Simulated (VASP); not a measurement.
**ZnS: single point with PBE**

**Measured values to compare with.**

“Electronic, vibrational, and thermodynamic properties of ZnS (zincblende and rocksalt structure)”, 2009, arxiv:0911.5022 quotes, for a bulk crystal of ZnS at 19 K: band gap 3.85 eV (direct).

ZnS:

```
CELL_PARAMETERS angstrom
0.00000 2.70200 2.70200
2.70200 0.00000 2.70200
2.70200 2.70200 0.00000
ATOMIC_POSITIONS crystal
Zn 0.75000 0.75000 0.75000
S 0.00000 0.00000 0.00000
```

```json
{
 "Program": "VASP 6.6.1",
 "Task": "single point",
 "Functional": "PBE",
 "Potentials or basis": "VASP PAW PBE potentials, release 64 (Zn, S)",
 "Cutoff": "520 eV",
 "k mesh": "9 × 9 × 9",
 "Occupations": "gaussian, width 0.025 eV",
 "Spin": "no spin polarisation"
}
```

| Quantity | Value |
| --- | --- |
| Pressure | 1.8 GPa |
| Band gap on the k mesh | 2.11 eV, direct |

Levels at points of the mesh, in eV from the valence-band top:
```csv
k point,band 7,band 8,band 9,band 10,band 11,band 12
"(0.00, 0.00, 0.00)",0.00,0.00,0.00,2.11,6.40,6.40
```

It took 33 s on 1 thread of Intel Xeon 8259CL, with other jobs on the host, peak memory 0.16 GiB.

Measured gap of ZnS: 3.85 eV (direct; 19 K; quoted in “Electronic, vibrational, and thermodynamic properties of ZnS (zincblende and rocksalt structure)”, 2009, arxiv:0911.5022). This calculation gives 2.11 eV (-1.74 eV). The value is that of PBE, without temperature or zero-point motion. Semilocal functionals fall short of measured gaps as a rule.
